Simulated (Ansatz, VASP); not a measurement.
## BaF2 in VASP and in Ansatz

```xyz
3
Lattice="0.0000 3.1230 3.1230 3.1230 0.0000 3.1230 3.1230 3.1230 0.0000" Properties=species:S:1:pos:R:3 pbc="T T T"
Ba    0.0000    0.0000    0.0000
F     1.5615    1.5615    1.5615
F     4.6845    4.6845    4.6845
```

Alike in both runs: functional PBE; k mesh 6 × 6 × 6; occupations gaussian, width 0.02 eV; no spin polarisation.

Ansatz relaxed the structure, and its values are those at the end. VASP's run is a single point on that final structure, the one shown.

|  | VASP | Ansatz |
| --- | --- | --- |
| version | VASP 6.6.1 | Ansatz 0.2.0 |
| potentials or method | VASP PAW PBE potentials, release 64 (Ba_sv, F), cutoff 600 eV | scalar-relativistic, plane waves, PAW |
| valence electrons in the cell | 24 | 24 |

|  | VASP | Ansatz | Ansatz less VASP |
| --- | --- | --- | --- |
| gap on the k mesh at the Fermi level (eV) | 6.68 | 6.75 | +0.071 |
| least direct gap on the mesh (eV) | 6.73 | 6.82 | +0.081 |
| pressure (GPa) | 0.9 | 0.0 | -0.90 |

With one functional, cell and mesh, what is left measures potentials, basis and numerics.

Spin-orbit coupling is off throughout.
